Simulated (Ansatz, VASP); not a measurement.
# Te2Mo in VASP and in Ansatz

```
CELL_PARAMETERS angstrom
6.33000 0.00000 0.00000
0.00000 3.46900 0.00000
-0.94679 0.00000 13.82762
ATOMIC_POSITIONS crystal
Te 0.94370 0.75000 0.60450
Te 0.05630 0.25000 0.39550
Te 0.90300 0.25000 0.85140
Te 0.09700 0.75000 0.14860
Te 0.41120 0.75000 0.89550
Te 0.58880 0.25000 0.10450
Te 0.44320 0.25000 0.64840
Te 0.55680 0.75000 0.35160
Mo 0.81670 0.75000 0.99260
Mo 0.18330 0.25000 0.00740
Mo 0.68190 0.25000 0.49340
Mo 0.31810 0.75000 0.50660
```

Alike in both runs: functional revPBE; k mesh 4 × 8 × 2; occupations fermi-dirac, width 0.05 eV; no spin polarisation.

```csv
,VASP,Ansatz
version,VASP 6.6.1,Ansatz 0.2.0
potentials or method,"VASP PAW PBE potentials, release 64 (Te, Mo_sv)",Ansatz PAW
plane-wave cutoff (eV),520,420
valence electrons in the cell,104,184
task,single point,band structure
```

Ansatz gave:

| Property | Result |
| --- | --- |
| gap on the k mesh at the Fermi level (eV) | none |
| pressure (GPa) | 3.9 |
| traceless stress, the component that is largest in VASP (GPa) | 0.26 |
| rms of the force components (eV/Å) | 0.087 |

Estimate VASP's values.

gap on the k mesh at the Fermi level (eV): none; pressure (GPa): 3.9; traceless stress, the component that is largest in VASP (GPa): 0.29; rms of the force components (eV/Å): 0.087.

VASP's potentials were made for PBE, not for revPBE. Atom by atom the forces differ by 0.004 eV/Å (rms over components). A gap of «none» marks a metal or a gap that the smearing closes. VASP's potentials hold 104 valence electrons a cell and Ansatz's 184, so a difference there can come from the potentials and not from the codes.

Neither program's run includes spin-orbit coupling.
